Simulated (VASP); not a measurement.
# CsAs3Pd4 (P4/mmm) in VASP: single point with PBE+D3(BJ)

Aim: the single point of CsAs3Pd4 with PBE+D3(BJ).

All numbers are computed with VASP 6.6.1; they aren't measurements. Logs are shortened: lines on timing, memory, paths and dates and some standing lists are left out, and cuts for length are marked.

## 1. The cell of the first run

The structure is tetragonal, space group P4/mmm (No. 123). The conventional cell has a = 4.138 Å, b = 4.138 Å, c = 9.922 Å, α = 90.00°, β = 90.00°, γ = 90.00°. Cs (site symmetry 4/mmm) has 8 As at 3.53 Å and 8 Pd at 3.93 Å and 4 Cs at 4.14 Å within 4.6 Å. Pd (site symmetry 2mm) has 4 As at 2.48 to 2.63 Å and 5 Pd at 2.93 to 3.24 Å within 3.3 Å. As (site symmetry 4mm) has 4 Pd at 2.48 Å within 3.3 Å. Within 3.5 Å of As (site symmetry 4/mmm) lie 8 Pd at 2.63 Å.

## 2. Single point, PBE+D3(BJ)

File INCAR:

```
ALGO     = Normal         # electronic algorithm
EDIFF    = 1E-6           # SCF threshold, eV
ENCUT    = 520            # plane-wave cutoff, eV
GGA      = PE             # functional
ISIF     = 2              # what is computed and relaxed
ISMEAR   = 1              # smearing method
IVDW     = 12             # dispersion correction
LASPH    = T              # aspherical terms in the spheres
LCHARG   = F              # write CHGCAR
LREAL    = F              # projectors in reciprocal space
LWAVE    = F              # write WAVECAR
NBANDS   = 42             # bands
NELM     = 100            # most SCF steps
PREC     = Accurate       # precision mode
SIGMA    = 0.017          # smearing width, eV
```

File KPOINTS:

```
k-points
0
Gamma
  4 4 2
```

File POSCAR:

```
CsAs3Pd4
1.0
    4.1382470000      0.0000000000      0.0000000000
    0.0000000000      4.1382470000      0.0000000000
    0.0000000000      0.0000000000      9.9220440000
Cs Pd As
1 4 3
Direct
    0.0000000000      0.0000000000      0.5000000000
    0.0000000000      0.5000000000      0.1632300000
    0.5000000000      0.0000000000      0.1632300000
    0.0000000000      0.5000000000      0.8367700000
    0.5000000000      0.0000000000      0.8367700000
    0.5000000000      0.5000000000      0.3015000000
    0.5000000000      0.5000000000      0.6985000000
    0.0000000000      0.0000000000      0.0000000000
```

Potentials or basis: VASP PAW PBE potentials, release 64 (Cs_sv, Pd, As).

On the command line:

```
cat potpaw_PBE.64/Cs_sv/POTCAR potpaw_PBE.64/Pd/POTCAR potpaw_PBE.64/As/POTCAR > POTCAR
mpirun -np 1 vasp_std > vasp.out
```

OUTCAR:

```text
EDIFF = 1E-6
   ENCUT = 520
   GGA = PE
   ISIF = 2
   ISMEAR = 1
   IVDW = 12
   LASPH = T
   LREAL = F
   NELM = 100
   PREC = Accurate
 IVDW          = 12

 ion  position               nearest neighbor table
   1  0.000  0.000  0.500-
   2  0.000  0.500  0.163-   6 2.48   6 2.48   8 2.63   8 2.63   3 2.93   3 2.93   3 2.93   3 2.93
                             4 3.24
   3  0.500  0.000  0.163-   6 2.48   6 2.48   8 2.63   8 2.63   2 2.93   2 2.93   2 2.93   2 2.93
                             5 3.24
   4  0.000  0.500  0.837-   7 2.48   7 2.48   8 2.63   8 2.63   5 2.93   5 2.93   5 2.93   5 2.93
                             2 3.24
   5  0.500  0.000  0.837-   7 2.48   7 2.48   8 2.63   8 2.63   4 2.93   4 2.93   4 2.93   4 2.93
                             3 3.24
   6  0.500  0.500  0.301-   2 2.48   3 2.48   3 2.48   2 2.48
   7  0.500  0.500  0.699-   4 2.48   5 2.48   5 2.48   4 2.48
   8  0.000  0.000  0.000-   2 2.63   3 2.63   4 2.63   5 2.63   2 2.63   4 2.63   3 2.63   5 2.63

  LATTYP: Found a simple tetragonal cell.
 ALAT       =     4.1382470000
 C/A-ratio  =     2.3976442199

  Lattice vectors:

 A1 = (   4.1382470000,   0.0000000000,   0.0000000000)
 A2 = (   0.0000000000,   4.1382470000,   0.0000000000)
 A3 = (   0.0000000000,   0.0000000000,   9.9220440000)

Analysis of symmetry for initial positions (statically):
=====================================================================
 Subroutine PRICEL returns:
 Original cell was already a primitive cell.

 Routine SETGRP: Setting up the symmetry group for a
 simple tetragonal supercell.

 Subroutine GETGRP returns: Found 16 space group operations
 (whereof 16 operations were pure point group operations)
 out of a pool of 16 trial point group operations.

The static configuration has the point symmetry D_4h.

Analysis of symmetry for dynamics (positions and initial velocities):
=====================================================================
 Subroutine PRICEL returns:
 Original cell was already a primitive cell.

 Routine SETGRP: Setting up the symmetry group for a
 simple tetragonal supercell.

 Subroutine GETGRP returns: Found 16 space group operations
 (whereof 16 operations were pure point group operations)
 out of a pool of 16 trial point group operations.

The dynamic configuration has the point symmetry D_4h.

 Subroutine INISYM returns: Found 16 space group operations
 (whereof 16 operations are pure point group operations),
 and found     1 'primitive' translations

----------------------------------------------------------------------------------------

                                     Primitive cell

  volume of cell :     169.9159

  direct lattice vectors                    reciprocal lattice vectors
     4.138247000  0.000000000  0.000000000     0.241648215  0.000000000  0.000000000
     0.000000000  4.138247000  0.000000000     0.000000000  0.241648215  0.000000000
     0.000000000  0.000000000  9.922044000     0.000000000  0.000000000  0.100785685

  length of vectors
     4.138247000  4.138247000  9.922044000     0.241648215  0.241648215  0.100785685

  position of ions in fractional coordinates (direct lattice)
     0.000000000  0.000000000  0.500000000
     0.000000000  0.500000000  0.163230000
     0.500000000  0.000000000  0.163230000
     0.000000000  0.500000000  0.836770000
     0.500000000  0.000000000  0.836770000
     0.500000000  0.500000000  0.301500000
     0.500000000  0.500000000  0.698500000
     0.000000000  0.000000000  0.000000000

  ion indices of the primitive-cell ions
   primitive index   ion index
                 1           1
                 2           2
                 3           3
                 4           4
                 5           5
                 6           6
                 7           7
                 8           8

----------------------------------------------------------------------------------------

 KPOINTS: k-points

Automatic generation of k-mesh.
 Grid dimensions read from file:
 generate k-points for:    4    4    2

 Generating k-lattice:

  Cartesian coordinates                     Fractional coordinates (reciprocal lattice)
     0.060412054  0.000000000  0.000000000     0.250000000  0.000000000  0.000000000
     0.000000000  0.060412054  0.000000000     0.000000000  0.250000000  0.000000000
     0.000000000  0.000000000  0.050392842     0.000000000  0.000000000  0.500000000

  Length of vectors
     0.060412054  0.060412054  0.050392842

  Shift w.r.t. Gamma in fractional coordinates (k-lattice)
     0.000000000  0.000000000  0.000000000

 Subroutine IBZKPT returns following result:
 ===========================================

 Found     12 irreducible k-points:

 Following reciprocal coordinates:
            Coordinates               Weight
  0.000000  0.000000  0.000000      1.000000
  0.250000  0.000000  0.000000      4.000000
  0.500000  0.000000  0.000000      2.000000
  0.250000  0.250000  0.000000      4.000000
  0.500000  0.250000  0.000000      4.000000
  0.500000  0.500000  0.000000      1.000000
  0.000000  0.000000  0.500000      1.000000
  0.250000  0.000000  0.500000      4.000000
  0.500000  0.000000  0.500000      2.000000
  0.250000  0.250000  0.500000      4.000000
  0.500000  0.250000  0.500000      4.000000
  0.500000  0.500000  0.500000      1.000000
   k-points           NKPTS =     12   k-points in BZ     NKDIM =     12   number of bands    NBANDS=     42
   number of dos      NEDOS =    301   number of ions     NIONS =      8
   total plane-waves  NPLWV =  81920
   dimension x,y,z NGX =    32 NGY =   32 NGZ =   80
   dimension x,y,z NGXF=    64 NGYF=   64 NGZF=  160
   ions per type =               1   4   3
   NGX,Y,Z   is equivalent  to a cutoff of  12.86, 12.86, 13.40 a.u.
   NGXF,Y,Z  is equivalent  to a cutoff of  25.71, 25.71, 26.81 a.u.
 SYSTEM =  unknown system
   PREC   = accura    normal or accurate (medium, high low for compatibility)
   ISTART =      0    job   : 0-new  1-cont  2-samecut
   ICHARG =      2    charge: 1-file 2-atom 10-const
   ISPIN  =      1    spin polarized calculation?
   LNONCOLLINEAR =      F non collinear calculations
   LSORBIT =      F    spin-orbit coupling
   LASPH  =      T    aspherical Exc in radial PAW
   ENCUT  =  520.0 eV  38.22 Ry    6.18 a.u.   7.69  7.69 18.45*2*pi/ulx,y,z
   NELM   =    100;   NELMIN=  2; NELMDL= -5     # of ELM steps
   EDIFF  = 0.1E-05   stopping-criterion for ELM
   LREAL  =      F    real-space projection
   EDIFFG = 0.1E-04   stopping-criterion for IOM
   NSW    =      0    number of steps for IOM
   IBRION =     -1    ionic relax: 0-MD 1-quasi-New 2-CG
   NFREE  =      0    steps in history (QN), initial steepest desc. (CG)
   ISIF   =      2    stress and relaxation
   ISYM   =      2    0-nonsym 1-usesym 2-fastsym
   POTIM  = 0.5000    time-step for ionic-motion
   TEBEG  =    0.0;   TEEND  =   0.0 temperature during run
   PSTRESS=    0.0 pullay stress
   NELECT =      64.0000    total number of electrons
   NUPDOWN=      -1.0000    fix difference up-down
   EMIN   =  10.00;   EMAX   =-10.00  energy-range for DOS
   EFERMI =   0.00;   METHOD = LEGACY
   ISMEAR =     1;   SIGMA  =   0.02  broadening in eV -4-tet -1-fermi 0-gaus
   EFERMI_NEDOS =   21; number of points for ismear=-14 and -15
   IALGO  =     38    algorithm
   IMIX   =      4    mixing-type and parameters
     AMIX     =   0.40;   BMIX     =  1.00
     AMIX_MAG =   1.60;   BMIX_MAG =  1.00
  volume/ion in A,a.u.               =      21.24       143.33
  Fermi-wavevector in a.u.,A,eV,Ry     =   1.182289  2.234201 19.018310  1.397806
  Thomas-Fermi vector in A             =   2.318546
   LORBIT       =      0    0 simple, 1 ext, 2 COOP (PROOUT), +10 PAW based schemes
   GGA     = PE    functional components
   LHFCALC =     F    Hartree Fock is set to
   AEXX    =    0.0000 exact exchange contribution
   IVDW    =    12    specifies the selected vdW correction
   LEPSILON=     F    determine dielectric tensor
   LRPA    =     F    only Hartree local field effects (RPA)
 non-spin polarized calculation
 Methfessel and Paxton  Order N= 1 SIGMA  =   0.02
  energy-cutoff  :      520.00
  volume of cell :      169.92
 maximum number of plane-waves:      4613
 NGX is ok and might be reduce to    32
   NGX = 15   NGY = 15   NGZ = 37

 number of electron      64.0000015 magnetization

 Free energy of the ion-electron system (eV)
  ---------------------------------------------------
  ext. energy  EPLUGINS =         0.00000000
  ---------------------------------------------------
  free energy    TOTEN  =       -38.60091384 eV

  energy without entropy =      -38.60066071  energy(sigma->0) =      -38.60082946

 E-fermi :   6.1335     XC(G=0): -10.6221

 val. band max:        6.1186856789   @ k =   0.5000   0.2500   0.0000
 cond. band min:       6.1339400186   @ k =   0.5000   0.2500   0.5000
 fundamental gap:      0.0152543397
 Fermi energy:         6.1334554303

 k-point     1 :       0.0000    0.0000    0.0000
  band No.  band energies     occupation
      1     -15.7513      2.00000
      2      -6.1732      2.00000
      3      -5.6286      2.00000
      4      -5.1856      2.00000
      5      -2.4078      2.00000
      6      -2.3612      2.00000
[... 34 lines left out ...]
     41      11.1906      0.00000
     42      11.2257      0.00000

 k-point     2 :       0.2500    0.0000    0.0000
  band No.  band energies     occupation
      1     -15.7102      2.00000
      2      -5.9540      2.00000
      3      -5.3790      2.00000
      4      -5.2629      2.00000
      5      -2.6788      2.00000
      6      -2.5351      2.00000
[... 439 lines left out ...]
     41      11.2574      0.00000
     42      13.1741      0.00000

 k-point    12 :       0.5000    0.5000    0.5000
  band No.  band energies     occupation
      1     -15.5948      2.00000
      2      -5.3628      2.00000
      3      -4.8935      2.00000
      4      -4.7557      2.00000
      5      -3.1767      2.00000
      6      -3.1767      2.00000
[... 34 lines left out ...]
     41      11.2770      0.00000
     42      11.7837      0.00000

------------------------ aborting loop because EDIFF is reached ----------------------------------------

 Edisp (eV)   -3.67688

 E8    (eV) :    -1.6761

  FORCE on cell =-STRESS in cart. coord.  units (eV):
  Direction    XX          YY          ZZ          XY          YZ          ZX
  --------------------------------------------------------------------------------------
  -------------------------------------------------------------------------------------
  Total      -1.87172    -1.87172    -1.22154     0.00000     0.00000     0.00000
  in kB     -17.64888   -17.64888   -11.51823     0.00000     0.00000     0.00000
  external pressure =      -15.61 kB  Pullay stress =        0.00 kB

 VOLUME and BASIS-vectors are now :
 -----------------------------------------------------------------------------
  energy-cutoff  :      520.00
  volume of cell :      169.92
      direct lattice vectors                 reciprocal lattice vectors
     4.138247000  0.000000000  0.000000000     0.241648215  0.000000000  0.000000000
     0.000000000  4.138247000  0.000000000     0.000000000  0.241648215  0.000000000
     0.000000000  0.000000000  9.922044000     0.000000000  0.000000000  0.100785685

 POSITION                                       TOTAL-FORCE (eV/Angst)
 -----------------------------------------------------------------------------------
      0.00000      0.00000      4.96102        -0.000000      0.000000      0.000000
      0.00000      2.06912      1.61958        -0.000000     -0.000000     -0.564085
      2.06912      0.00000      1.61958        -0.000000      0.000000     -0.564085
      0.00000      2.06912      8.30247         0.000000      0.000000      0.564085
      2.06912      0.00000      8.30247         0.000000      0.000000      0.564085
      2.06912      2.06912      2.99150        -0.000000     -0.000000     -0.238336
      2.06912      2.06912      6.93055         0.000000      0.000000      0.238336
      0.00000      0.00000      0.00000        -0.000000      0.000000      0.000000
 -----------------------------------------------------------------------------------
    total drift:                                0.000000      0.000000      0.000000

  FREE ENERGIE OF THE ION-ELECTRON SYSTEM (eV)
  ---------------------------------------------------
  free  energy   TOTEN  =       -42.2777957610 eV

  energy  without entropy=      -42.2775426282  energy(sigma->0) =      -42.27771138
```

Run time: 66 s. Hardware: 1 thread of Intel Xeon Platinum 8488C (Sapphire Rapids), shared host; peak memory 0.32 GiB.

Results:

```yaml
Free_energy: -42.2778 eV
Pressure: -1.6 GPa
Largest_force: 0.564 eV/Å
Band_gap_on_the_k_mesh: zero (band 32 reaches 6.94 eV, above the bottom of band 33 at 5.46 eV)
Dispersion_energy_per_atom: -0.460 eV
```

Forces in eV/Å, atoms in the order of the input:
```
Cs   0.000  0.000  0.000
Pd   0.000  0.000 -0.564
Pd   0.000  0.000 -0.564
Pd   0.000  0.000  0.564
Pd   0.000  0.000  0.564
As   0.000  0.000 -0.238
As   0.000  0.000  0.238
As   0.000  0.000  0.000
```

Stress tensor (GPa, compression positive):
```
-1.76  0.00  0.00
 0.00 -1.76  0.00
 0.00  0.00 -1.15
```

Levels at points of the mesh, in eV from the Fermi level:
| k point | band 28 | band 29 | band 30 | band 31 | band 32 | band 33 | band 34 | band 35 |
| --- | --- | --- | --- | --- | --- | --- | --- | --- |
| (0.00, 0.00, 0.00) | -1.12 | -1.11 | -0.90 | -0.90 | 0.35 | 0.35 | 1.84 | 1.93 |
| (0.50, 0.00, 0.00) | -2.67 | -2.61 | -1.34 | -0.56 | 0.77 | 0.82 | 1.34 | 1.47 |
| (0.50, 0.50, 0.00) | -2.18 | -2.01 | -1.26 | -1.26 | -1.25 | -0.67 | -0.67 | -0.35 |
| (0.00, 0.00, 0.50) | -1.11 | -1.03 | -1.03 | -0.33 | 0.55 | 0.55 | 0.68 | 2.29 |
| (0.50, 0.00, 0.50) | -2.64 | -2.57 | -1.05 | -1.03 | 0.80 | 1.01 | 1.29 | 1.43 |
| (0.50, 0.50, 0.50) | -2.18 | -2.05 | -1.69 | -1.69 | -1.67 | -0.43 | -0.43 | -0.40 |

Caveat: the k points lie up to 0.38 Å⁻¹ apart; spin-orbit coupling is left out, which moves the levels of the heavy elements; pairwise dispersion overbinds metals, which lowers pressure and volume.
